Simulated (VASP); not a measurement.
# GaAs (F-43m) in VASP: further runs, part 2 of 2

VASP 6.6.1.

**4. Vibrations by perturbation theory, PBEsol**

This run uses another cell than the first one, of 18.78 Å³/atom.

INCAR reads:

```
PREC     = Accurate       # precision mode
ENCUT    = 520            # plane-wave cutoff, eV
EDIFF    = 1E-8           # SCF threshold, eV
ISMEAR   = 0              # smearing method
SIGMA    = 0.01           # smearing width, eV
LREAL    = F              # projectors in reciprocal space
LASPH    = T              # aspherical terms in the spheres
NELM     = 100            # most SCF steps
ALGO     = Normal         # electronic algorithm
ISIF     = 2              # what is computed and relaxed
LWAVE    = F              # write WAVECAR
LCHARG   = T              # write CHGCAR
GGA      = PS             # functional
NBANDS   = 16             # bands
IBRION   = 8              # ionic algorithm
NSW      = 1              # ionic steps
LEPSILON = T              # dielectric tensor by DFPT
```

KPOINTS reads:

```
regular mesh
0
Gamma
  12 12 12
```

POSCAR reads:

```
GaAs
1.0
    0.0000000000      2.6579547657      2.6579547657
    2.6579547657      0.0000000000      2.6579547657
    2.6579547657      2.6579547657      0.0000000000
Ga As
1 1
Direct
    0.0000000000      0.0000000000      0.0000000000
    0.7500000000      0.7500000000      0.7500000000
```

Potentials or basis: VASP PAW PBE potentials, release 64 (Ga_d, As).

The run is started by

```
$ cat potpaw_PBE.64/Ga_d/POTCAR potpaw_PBE.64/As/POTCAR > POTCAR
$ mpirun -np 1 vasp_std > vasp.out
```

OUTCAR:

```text
PREC = Accurate
   ENCUT = 520
   EDIFF = 1E-8
   ISMEAR = 0
   LREAL = F
   LASPH = T
   NELM = 100
   ISIF = 2
   GGA = PS
   IBRION = 8
   NSW = 1
   LEPSILON = T

 ion  position               nearest neighbor table
   1  0.000  0.000  0.000-   2 2.30   2 2.30   2 2.30   2 2.30
   2  0.750  0.750  0.750-   1 2.30   1 2.30   1 2.30   1 2.30

  LATTYP: Found a face centered cubic cell.
 ALAT       =     5.3159095314

  Lattice vectors:

 A1 = (   0.0000000000,   2.6579547657,   2.6579547657)
 A2 = (   2.6579547657,   0.0000000000,   2.6579547657)
 A3 = (   2.6579547657,   2.6579547657,   0.0000000000)

Analysis of symmetry for initial positions (statically):
=====================================================================
 Subroutine PRICEL returns:
 Original cell was already a primitive cell.

 Routine SETGRP: Setting up the symmetry group for a
 face centered cubic supercell.

 Subroutine GETGRP returns: Found 24 space group operations
 (whereof 24 operations were pure point group operations)
 out of a pool of 48 trial point group operations.

The static configuration has the point symmetry T_d .

Analysis of symmetry for dynamics (positions and initial velocities):
=====================================================================
 Subroutine PRICEL returns:
 Original cell was already a primitive cell.

 Routine SETGRP: Setting up the symmetry group for a
 face centered cubic supercell.

 Subroutine GETGRP returns: Found 24 space group operations
 (whereof 24 operations were pure point group operations)
 out of a pool of 48 trial point group operations.

The dynamic configuration has the point symmetry T_d .

 Subroutine INISYM returns: Found 24 space group operations
 (whereof 24 operations are pure point group operations),
 and found     1 'primitive' translations

----------------------------------------------------------------------------------------

                                     Primitive cell

  volume of cell :      37.5554

  direct lattice vectors                    reciprocal lattice vectors
     0.000000000  2.657954766  2.657954766    -0.188114563  0.188114563  0.188114563
     2.657954766  0.000000000  2.657954766     0.188114563 -0.188114563  0.188114563
     2.657954766  2.657954766  0.000000000     0.188114563  0.188114563 -0.188114563

  length of vectors
     3.758915678  3.758915678  3.758915678     0.325823981  0.325823981  0.325823981

  position of ions in fractional coordinates (direct lattice)
     0.000000000  0.000000000  0.000000000
     0.750000000  0.750000000  0.750000000

  ion indices of the primitive-cell ions
   primitive index   ion index
[... 643 lines left out ...]
    -0.00039  0.67541  0.00000
     0.67541 -0.00039  0.00000
     0.00000  0.00000 -0.00026

--------------------------------------- Ionic step        4  -------------------------------------------

------------------------ aborting loop because EDIFF is reached ----------------------------------------

[... ionic steps 5 to 6 ...]

--------------------------------------- Ionic step        7  -------------------------------------------

 Free energy of the ion-electron system (eV)
  ---------------------------------------------------
  ---------------------------------------------------
  free energy    TOTEN  =        -0.04374399 eV

  energy without entropy =       -0.04374399

------------------------ aborting loop because EDIFF is reached ----------------------------------------

 INTERNAL STRAIN TENSOR  FOR ION    2  DIRECTION 1   (eV/Angst):
 -----------------------------------------------------------------------------
    -0.00696  0.00000  0.00000
     0.00000  0.00363 15.69627
     0.00000 15.69627  0.00363

 MACROSCOPIC STATIC DIELECTRIC TENSOR (including local field effects in DFT)
 ------------------------------------------------------
          11.417669    -0.000000    -0.000000
          -0.000000    11.417669    -0.000000
          -0.000000     0.000000    11.417669
 ------------------------------------------------------

 PIEZOELECTRIC TENSOR (including local field effects)  for field in x, y, z        (e  Angst)
          XX          YY          ZZ          XY          YZ          ZX
  --------------------------------------------------------------------------------
  x     0.00000     0.00000     0.00000     0.00000     1.58876     0.00000
  y     0.00000     0.00000     0.00000     0.00000     0.00000     1.58876
  z     0.00000     0.00000     0.00000     1.58876     0.00000     0.00000

 PIEZOELECTRIC TENSOR (including local field effects)  for field in x, y, z        (C/m^2)
          XX          YY          ZZ          XY          YZ          ZX
  --------------------------------------------------------------------------------
  x     0.00000     0.00000     0.00000     0.00000     0.67779     0.00000
  y     0.00000     0.00000     0.00000     0.00000     0.00000     0.67779
  z     0.00000     0.00000     0.00000     0.67779     0.00000     0.00000

 BORN EFFECTIVE CHARGES (including local field effects) (in |e|, cummulative output)
 ---------------------------------------------------------------------------------
 ion    1
    1     1.77943     0.00000     0.00000
    2     0.00000     1.77943    -0.00000
    3    -0.00000    -0.00000     1.77943
 ion    2
    1    -1.77943    -0.00000    -0.00000
    2     0.00000    -1.77943     0.00000
    3     0.00000     0.00000    -1.77943

 INTERNAL STRAIN TENSOR FOR ION    2 for displacements in x,y,z  (eV/Angst):
          X           Y           Z          XY          YZ          ZX
  --------------------------------------------------------------------------------
  x     0.00000     0.00000     0.00000     0.00000    15.69627     0.00000
  y     0.00000     0.00000     0.00000     0.00000     0.00000    15.69627
  z     0.00000     0.00000     0.00000    15.69627     0.00000     0.00000

 SECOND DERIVATIVES (NOT SYMMETRIZED)
 ------------------------------------
               1X          1Y          1Z          2X          2Y          2Z
  1X   -14.340245    0.000000    0.000000   14.340245    0.000000    0.000000
  1Y     0.000000  -14.340245    0.000000    0.000000   14.340245    0.000000
  1Z     0.000000    0.000000  -14.340245    0.000000    0.000000   14.340245
  2X    14.378205    0.000000    0.000000  -14.378205    0.000000    0.000000
  2Y     0.000000   14.378205    0.000000    0.000000  -14.378205    0.000000
  2Z     0.000000    0.000000   14.378205    0.000000    0.000000  -14.378205

 Eigenvectors and eigenvalues of the dynamical matrix
 ----------------------------------------------------

   1 f  =    9.857459 THz    61.936244 2PiTHz  328.809454 cm-1    40.767158 meV
             X         Y         Z           dx          dy          dz
      0.000000  0.000000  0.000000     0.719244   -0.000000    0.000000
      3.986932  3.986932  3.986932    -0.694758    0.000000   -0.000000
[... 21 lines left out ...]
   6 f/i=    0.006511 THz     0.040909 2PiTHz    0.217178 cm-1     0.026927 meV
             X         Y         Z           dx          dy          dz
      0.000000  0.000000  0.000000     0.142424   -0.536007   -0.418450
      3.986932  3.986932  3.986932     0.147444   -0.554898   -0.433198

--------------------------------------------------------------------------------------------------------

 MACROSCOPIC STATIC DIELECTRIC TENSOR IONIC CONTRIBUTION
 ------------------------------------------------------
           1.062483     0.000000     0.000000
           0.000000     1.062483    -0.000000
           0.000000    -0.000000     1.062483
 ------------------------------------------------------

 ELASTIC MODULI CONTR FROM IONIC RELAXATION (kBar)
 Direction    XX          YY          ZZ          XY          YZ          ZX
 --------------------------------------------------------------------------------
 XX          -0.0000      0.0000      0.0000      0.0000      0.0000      0.0000
 YY           0.0000     -0.0000      0.0000      0.0000      0.0000     -0.0000
 ZZ           0.0000      0.0000     -0.0000      0.0000      0.0000      0.0000
 XY           0.0000      0.0000      0.0000   -727.6510      0.0000      0.0000
 YZ           0.0000      0.0000      0.0000      0.0000   -727.6510      0.0000
 ZX           0.0000     -0.0000      0.0000      0.0000      0.0000   -727.6510
 --------------------------------------------------------------------------------

 PIEZOELECTRIC TENSOR IONIC CONTR  for field in x, y, z        (C/m^2)
          XX          YY          ZZ          XY          YZ          ZX
  --------------------------------------------------------------------------------
  x     0.00000    -0.00000     0.00000    -0.00000    -0.82736    -0.00000
  y     0.00000    -0.00000    -0.00000     0.00000     0.00000    -0.82736
  z    -0.00000     0.00000     0.00000    -0.82736     0.00000     0.00000
```

It took 18 min on 1 thread of Intel Xeon Platinum 8259CL at 2.50GHz (Skylake/Cascade Lake), shared host; peak memory 0.49 GiB.

Results:

```
Electronic dielectric tensor (diagonal)                 : 11.42
Born charges (mean of the diagonal)                     : Ga +1.78; As -1.78 e
Highest phonon frequency at Γ, LO-TO splitting left out : 329 cm⁻¹
```

Phonon frequencies in cm⁻¹ (negative: imaginary):
```csv
q point,frequencies
"(0.000, 0.000, 0.000)",0 0 0 329 329 329
```

Electronic dielectric tensor:
```
11.42  0.00  0.00
 0.00 11.42  0.00
 0.00  0.00 11.42
```

Born effective charge tensors (e):
atom 1, Ga
```
1.78 0.00 0.00
0.00 1.78 0.00
0.00 0.00 1.78
```
atom 2, As
```
-1.78  0.00  0.00
 0.00 -1.78  0.00
 0.00  0.00 -1.78
```

Caveat: the cell stands under pressure or tension, which shifts response properties; the PAW data sets were made with another functional, which shifts forces and pressure a little.

**5. Elastic constants, PBEsol**

This run uses another cell than the first one, of 22.65 Å³/atom.

INCAR reads:

```
PREC     = Accurate       # precision mode
ENCUT    = 600            # plane-wave cutoff, eV
EDIFF    = 1E-8           # SCF threshold, eV
ISMEAR   = 0              # smearing method
SIGMA    = 0.01           # smearing width, eV
LREAL    = F              # projectors in reciprocal space
LASPH    = T              # aspherical terms in the spheres
NELM     = 60             # most SCF steps
ALGO     = Normal         # electronic algorithm
ISIF     = 3              # what is computed and relaxed
LWAVE    = F              # write WAVECAR
LCHARG   = F              # write CHGCAR
GGA      = PS             # functional
NBANDS   = 16             # bands
IBRION   = 6              # ionic algorithm
NFREE    = 2            
POTIM    = 0.015          # step
NSW      = 1              # ionic steps
```

KPOINTS reads:

```
Automatic mesh
0
Gamma
  12 12 12
```

POSCAR reads:

```
GaAs
1.0
    0.0000000000      2.8295586995      2.8295586995
    2.8295586995      0.0000000000      2.8295586995
    2.8295586995      2.8295586995      0.0000000000
Ga As
1 1
Direct
    0.0000000000      0.0000000000      0.0000000000
    0.2500000000      0.2500000000      0.2500000000
```

The run is started by

```
$ cat potpaw_PBE.64/Ga_d/POTCAR potpaw_PBE.64/As/POTCAR > POTCAR
$ mpirun -np 1 vasp_std > vasp.out
```

It took 23 min on 1 thread of AMD EPYC 9R45 (Zen 5), shared host; peak memory 0.72 GiB.

Results (log left out):

* Elastic constants C11, C12, C44: 110, 50, 55 GPa
* Voigt bulk modulus: 70 GPa
* Highest phonon frequency at Γ, LO-TO splitting left out: 263 cm⁻¹

Phonon frequencies in cm⁻¹ (negative: imaginary):
| q point | frequencies |
| --- | --- |
| (0.000, 0.000, 0.000) | 0 0 0 263 263 263 |

Elastic tensor in Voigt notation (GPa, in the Cartesian axes of the cell as first typed):
```
110  50  50   0   0   0
 50 110  50   0   0   0
 50  50 110   0   0   0
  0   0   0  55   0   0
  0   0   0   0  55   0
  0   0   0   0   0  55
```

Clamped-ion elastic tensor (GPa):
```
110  50  50   0   0   0
 50 110  50   0   0   0
 50  50 110   0   0   0
  0   0   0  75   0   0
  0   0   0   0  75   0
  0   0   0   0   0  75
```

Caveat: the PAW data sets were made with another functional, which shifts forces and pressure a little.

**6. Vibrations by perturbation theory, PBEsol**

This run uses another cell than the first one, of 16.86 Å³/atom.

INCAR reads:

```
SYSTEM = GaAs
  PREC = Accurate
  ENCUT = 520
  EDIFF = 1E-8
  ISMEAR = 0
  SIGMA = 0.01
  LREAL = .FALSE.
  LASPH = .TRUE.
  NELM = 100
  ALGO = Normal
  ISIF = 2
  LWAVE = .FALSE.
  LCHARG = .FALSE.
  GGA = PS
  IBRION = 8
  NSW = 1
  LEPSILON = .TRUE.
```

KPOINTS reads:

```
Automatic mesh
0
G
  12 12 12
  0 0 0
```

POSCAR reads:

```
GaAs
1.0
    0.0000000000      2.5641651783      2.5641651783
    2.5641651783      0.0000000000      2.5641651783
    2.5641651783      2.5641651783      0.0000000000
Ga As
1 1
Direct
    0.0000000000      0.0000000000      0.0000000000
    0.7500000000      0.7500000000      0.7500000000
```

Potentials or basis: VASP PAW PBE potentials, release 64 (Ga_d, As).

The run is started by

```
$ cat potpaw_PBE.64/Ga_d/POTCAR potpaw_PBE.64/As/POTCAR > POTCAR
$ mpirun -np 1 vasp_std > vasp.out
```

OUTCAR:

```text
SYSTEM = GaAs
   PREC = Accurate
   ENCUT = 520
   EDIFF = 1E-8
   ISMEAR = 0
   LREAL = .FALSE.
   LASPH = .TRUE.
   NELM = 100
   ISIF = 2
   GGA = PS
   IBRION = 8
   NSW = 1
   LEPSILON = .TRUE.

 ion  position               nearest neighbor table
   1  0.000  0.000  0.000-   2 2.22   2 2.22   2 2.22   2 2.22
   2  0.750  0.750  0.750-   1 2.22   1 2.22   1 2.22   1 2.22

  LATTYP: Found a face centered cubic cell.
 ALAT       =     5.1283303566

  Lattice vectors:

 A1 = (   0.0000000000,   2.5641651783,   2.5641651783)
 A2 = (   2.5641651783,   0.0000000000,   2.5641651783)
 A3 = (   2.5641651783,   2.5641651783,   0.0000000000)

Analysis of symmetry for initial positions (statically):
=====================================================================
 Subroutine PRICEL returns:
 Original cell was already a primitive cell.

 Routine SETGRP: Setting up the symmetry group for a
 face centered cubic supercell.

 Subroutine GETGRP returns: Found 24 space group operations
 (whereof 24 operations were pure point group operations)
 out of a pool of 48 trial point group operations.

The static configuration has the point symmetry T_d .

Analysis of symmetry for dynamics (positions and initial velocities):
=====================================================================
 Subroutine PRICEL returns:
 Original cell was already a primitive cell.

 Routine SETGRP: Setting up the symmetry group for a
 face centered cubic supercell.
[... 642 lines left out ...]

 PIEZOELECTRIC TENSOR (including local field effects)  for field in x, y, z        (C/m^2)
          XX          YY          ZZ          XY          YZ          ZX
  --------------------------------------------------------------------------------
  x     0.00000     0.00000     0.00000     0.00000     0.61502     0.00000
  y     0.00000     0.00000    -0.00000     0.00000     0.00000     0.61502
  z     0.00000     0.00000     0.00000     0.61502     0.00000     0.00000

 BORN EFFECTIVE CHARGES (including local field effects) (in |e|, cummulative output)
 ---------------------------------------------------------------------------------
 ion    1
    1     1.60006     0.00000     0.00000
    2     0.00000     1.60006     0.00000
    3     0.00000     0.00000     1.60006
 ion    2
    1    -1.60006    -0.00000     0.00000
    2    -0.00000    -1.60006     0.00000
    3    -0.00000     0.00000    -1.60006

 INTERNAL STRAIN TENSOR FOR ION    2 for displacements in x,y,z  (eV/Angst):
          X           Y           Z          XY          YZ          ZX
  --------------------------------------------------------------------------------
  x     0.00000     0.00000     0.00000     0.00000    22.69042     0.00000
  y     0.00000     0.00000     0.00000     0.00000     0.00000    22.69042
  z     0.00000     0.00000     0.00000    22.69042     0.00000     0.00000

 SECOND DERIVATIVES (NOT SYMMETRIZED)
 ------------------------------------
               1X          1Y          1Z          2X          2Y          2Z
  1X   -18.471837    0.000000    0.000000   18.471837    0.000000    0.000000
  1Y     0.000000  -18.471837    0.000000    0.000000   18.471837    0.000000
  1Z     0.000000    0.000000  -18.471837    0.000000    0.000000   18.471837
  2X    18.460420    0.000000    0.000000  -18.460420    0.000000    0.000000
  2Y     0.000000   18.460420    0.000000    0.000000  -18.460420    0.000000
  2Z     0.000000    0.000000   18.460420    0.000000    0.000000  -18.460420

 Eigenvectors and eigenvalues of the dynamical matrix
 ----------------------------------------------------

   1 f  =   11.178926 THz    70.239261 2PiTHz  372.888821 cm-1    46.232301 meV
             X         Y         Z           dx          dy          dz
      0.000000  0.000000  0.000000     0.000000    0.719810    0.000000
      3.846248  3.846248  3.846248     0.000000   -0.694171    0.000000
[... 21 lines left out ...]
   6 f/i=    0.001727 THz     0.010850 2PiTHz    0.057599 cm-1     0.007141 meV
             X         Y         Z           dx          dy          dz
      0.000000  0.000000  0.000000     0.000000    0.000000   -0.694171
      3.846248  3.846248  3.846248     0.000000    0.000000   -0.719810

--------------------------------------------------------------------------------------------------------

 MACROSCOPIC STATIC DIELECTRIC TENSOR IONIC CONTRIBUTION
 ------------------------------------------------------
           0.744041     0.000000     0.000000
           0.000000     0.744041     0.000000
           0.000000     0.000000     0.744041
 ------------------------------------------------------

 ELASTIC MODULI CONTR FROM IONIC RELAXATION (kBar)
 Direction    XX          YY          ZZ          XY          YZ          ZX
 --------------------------------------------------------------------------------
 XX          -0.0000      0.0000      0.0000     -0.0000      0.0000     -0.0000
 YY           0.0000     -0.0000     -0.0000     -0.0000     -0.0000      0.0000
 ZZ           0.0000     -0.0000     -0.0000      0.0000     -0.0000     -0.0000
 XY          -0.0000     -0.0000      0.0000  -1318.8416     -0.0000     -0.0000
 YZ           0.0000     -0.0000     -0.0000     -0.0000  -1318.8416     -0.0000
 ZX          -0.0000      0.0000     -0.0000     -0.0000     -0.0000  -1318.8416
 --------------------------------------------------------------------------------

 PIEZOELECTRIC TENSOR IONIC CONTR  for field in x, y, z        (C/m^2)
          XX          YY          ZZ          XY          YZ          ZX
  --------------------------------------------------------------------------------
  x     0.00000    -0.00000    -0.00000    -0.00000    -0.93211    -0.00000
  y    -0.00000     0.00000    -0.00000    -0.00000    -0.00000    -0.93211
  z    -0.00000    -0.00000     0.00000    -0.93211    -0.00000    -0.00000
```

OSZICAR:

```text
N       E                     dE             d eps       ncg     rms          rms(c)
DAV:   1     0.833128198309E+02    0.83313E+02   -0.93586E+03  1928   0.211E+03
DAV:   2    -0.196806408372E+01   -0.85281E+02   -0.81772E+02  2037   0.342E+02
DAV:   3    -0.819505429284E+01   -0.62270E+01   -0.61196E+01  2287   0.761E+01
DAV:   4    -0.828993398219E+01   -0.94880E-01   -0.94842E-01  2100   0.103E+01
[... 192 lines left out ...]
RMM:   7    -0.438163601769E-01   -0.16860E-05    0.30040E-07 14018   0.267E-03    0.486E-04
RMM:   8    -0.438151544791E-01    0.12057E-05    0.13202E-07 13818   0.934E-04    0.332E-05
RMM:   9    -0.438153028675E-01   -0.14839E-06    0.20796E-08 14570   0.302E-04    0.204E-05
RMM:  10    -0.438151600736E-01    0.14279E-06    0.11082E-08 14214   0.106E-04    0.474E-06
RMM:  11    -0.438151688953E-01   -0.88217E-08    0.23732E-09 14399   0.381E-05    0.103E-06
 Linear response finished
```

Wall time 26 min (1 thread of AMD EPYC 7R43 (Zen 3), shared host); peak memory 0.39 GiB.

Results:

```yaml
Electronic_dielectric_tensor_diagonal: 10.81
Born_charges_mean_of_the_diagonal: Ga +1.60; As -1.60 e
Highest_phonon_frequency_at_Γ_LO-TO_splitting_left_out: 373 cm⁻¹
```

Phonon frequencies in cm⁻¹ (negative: imaginary):
```tsv
q point	frequencies
(0.000, 0.000, 0.000)	0 0 0 373 373 373
```

Electronic dielectric tensor:
```
10.81  0.00  0.00
 0.00 10.81  0.00
 0.00  0.00 10.81
```

Born effective charge tensors (e):
atom 1, Ga
```
1.60 0.00 0.00
0.00 1.60 0.00
0.00 0.00 1.60
```
atom 2, As
```
-1.60  0.00  0.00
 0.00 -1.60  0.00
 0.00  0.00 -1.60
```

Caveat: the cell stands under pressure or tension, which shifts response properties; the PAW data sets were made with another functional, which shifts forces and pressure a little.
